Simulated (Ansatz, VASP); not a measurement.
**MgO: VASP beside Ansatz**

File POSCAR:

```
MgO
1.0
    2.9728306121      0.0000000000      0.0000000000
    0.0000000000      2.9728306121      0.0000000000
    0.0000000000      0.0000000000     25.5105434258
Mg O
6 6
Direct
    0.5000000000      0.5000000000      0.2939960892
    0.0000000000      0.0000000000      0.3763976535
    0.5000000000      0.5000000000      0.4587992178
    0.0000000000      0.0000000000      0.5412007822
    0.5000000000      0.5000000000      0.6236023465
    0.0000000000      0.0000000000      0.7060039108
    0.0000000000      0.0000000000      0.2939960892
    0.5000000000      0.5000000000      0.3763976535
    0.0000000000      0.0000000000      0.4587992178
    0.5000000000      0.5000000000      0.5412007822
    0.0000000000      0.0000000000      0.6236023465
    0.5000000000      0.5000000000      0.7060039108
```

Contents of INCAR.step1:

```
SYSTEM = MgO
PREC = Accurate
ENCUT = 520
ISMEAR = 0
SIGMA = 0.05
LREAL = .False.
LASPH = .True.
NELM = 60
LDIPOL = .True.
IDIPOL = 3
DIPOL = 0.5 0.5 0.500
NBANDS = 36
GGA = PE
ALGO = Normal
EDIFF = 1E-4
LWAVE = .True.
LCHARG = .False.
```

INCAR.step2

```
SYSTEM = MgO
PREC = Accurate
ENCUT = 520
EDIFF = 1E-6
ISMEAR = 0
SIGMA = 0.05
LREAL = .False.
LASPH = .True.
NELM = 60
ALGO = Normal
ISIF = 2
LWAVE = .False.
LCHARG = .False.
LDIPOL = .True.
IDIPOL = 3
DIPOL = 0.5 0.5 0.500
METAGGA = R2SCAN
LMIXTAU = .True.
NBANDS = 36
ISTART = 1
```

File KPOINTS:

```
Automatic mesh
0
Gamma
  13 13 1
  0 0 0
```

Input for Ansatz:

```yaml
crystal:
  lattice:
    - [2.9728306121, 0.0, 0.0]
    - [0.0, 2.9728306121, 0.0]
    - [0.0, 0.0, 25.5105434258]
  atoms:
    - { symbol: Mg, position: [0.5, 0.5, 0.2939960892] }
    - { symbol: O, position: [0.0, 0.0, 0.2939960892] }
    - { symbol: Mg, position: [0.0, 0.0, 0.3763976535] }
    - { symbol: O, position: [0.5, 0.5, 0.3763976535] }
    - { symbol: Mg, position: [0.5, 0.5, 0.4587992178] }
    - { symbol: O, position: [0.0, 0.0, 0.4587992178] }
    - { symbol: Mg, position: [0.0, 0.0, 0.5412007822] }
    - { symbol: O, position: [0.5, 0.5, 0.5412007822] }
    - { symbol: Mg, position: [0.5, 0.5, 0.6236023465] }
    - { symbol: O, position: [0.0, 0.0, 0.6236023465] }
    - { symbol: Mg, position: [0.0, 0.0, 0.7060039108] }
    - { symbol: O, position: [0.5, 0.5, 0.7060039108] }
basis:
  ecutwfc: 500
kpoints:
  mp_grid: { grid: [13, 13, 1] }
hamiltonian:
  xc: r2scan
scf:
  occupations: { method: gaussian, width: 0.05 }
output:
  forces: true
  stress: true
  eigenvalues: true
efield:
  axis: 3
  dipole_correction: true
  ramp_width: 0.04
```

Alike in both runs: task single point; functional r2SCAN; k mesh 13 × 13 × 1; occupations gaussian, width 0.05 eV; no spin polarisation.

```csv
,VASP,Ansatz
version,VASP 6.6.1,Ansatz 0.2.0
potentials or method,"VASP PAW PBE potentials, release 64 (Mg, O), cutoff 520 eV","scalar-relativistic, plane waves, PAW"
valence electrons in the cell,48,96
```

```tsv
	VASP	Ansatz	Ansatz less VASP
gap on the k mesh at the Fermi level (eV)	3.95	3.96	+0.018
least direct gap on the mesh (eV)	3.95	3.96	+0.018
rms of the force components (eV/Å)	0.153	0.146	-0.0077
```

VASP's potentials were made for PBE, not for r2SCAN. With one functional, cell and mesh, what is left measures potentials, basis and numerics. VASP's potentials hold 48 valence electrons a cell and Ansatz's 96, so a difference there can come from the potentials and not from the codes.
